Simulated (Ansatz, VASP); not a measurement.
**Pd: VASP beside Ansatz**

Contents of INCAR:

```
SYSTEM = Pd
PREC     = Accurate       ! precision mode
ENCUT    = 520            ! plane-wave cutoff, eV
EDIFF    = 1E-6           ! SCF threshold, eV
ISMEAR   = 0              ! smearing method
SIGMA    = 0.15           ! smearing width, eV
LREAL    = .FALSE.        ! projectors in reciprocal space
LASPH    = .TRUE.         ! aspherical terms in the spheres
NELM     = 60             ! most SCF steps
ALGO     = Fast           ! electronic algorithm
ISIF     = 2              ! what is computed and relaxed
LWAVE    = .FALSE.        ! write WAVECAR
LCHARG   = .FALSE.        ! write CHGCAR
GGA      = PE             ! functional
NBANDS   = 11             ! bands
```

File KPOINTS:

```
Automatic mesh
0
G
  8 8 8
  0 0 0
```

File POSCAR:

```
Pd
1.0
    0.0000000000      1.9935225000      2.0421450000
    1.9935225000      0.0000000000      2.0421450000
    1.9935225000      1.9935225000      0.0000000000
Pd
1
Direct
    0.0000000000      0.0000000000      0.0000000000
```

Input for Ansatz:

```yaml
crystal:
  lattice:
    - [0.0, 1.9935225, 2.042145]
    - [1.9935225, 0.0, 2.042145]
    - [1.9935225, 1.9935225, 0.0]
  atoms:
    - { symbol: Pd, position: [0.0, 0.0, 0.0] }
basis:
  ecutwfc: 420
kpoints:
  mp_grid: { grid: [8, 8, 8] }
hamiltonian:
  xc: pbe
scf:
  occupations: { method: gaussian, width: 0.15 }
output:
  forces: true
  stress: true
  eigenvalues: true
```

Change from the starting cell: strain +0.025 along x and y, +0.050 along z, atoms carried along.

Alike in both runs: task single point; functional PBE; k mesh 8 × 8 × 8; occupations gaussian, width 0.15 eV; no spin polarisation.

|  | VASP | Ansatz |
| --- | --- | --- |
| version | VASP 6.6.1 | Ansatz 0.2.0 |
| potentials or method | VASP PAW PBE potentials, release 64 (Pd), cutoff 520 eV | scalar-relativistic, plane waves, PAW |
| valence electrons in the cell | 10 | 18 |

VASP gave:

```
gap on the k mesh at the Fermi level (eV)                     : none
pressure (GPa)                                                : -7.8
traceless stress, the component that is largest in VASP (GPa) : -0.71
```

Q: Which values does Ansatz return?

A: gap on the k mesh at the Fermi level (eV): none; pressure (GPa): -7.6; traceless stress, the component that is largest in VASP (GPa): -0.71.

A gap of «none» marks a metal or a gap that the smearing closes. VASP's potentials hold 10 valence electrons a cell and Ansatz's 18, so a difference there can come from the potentials and not from the codes.
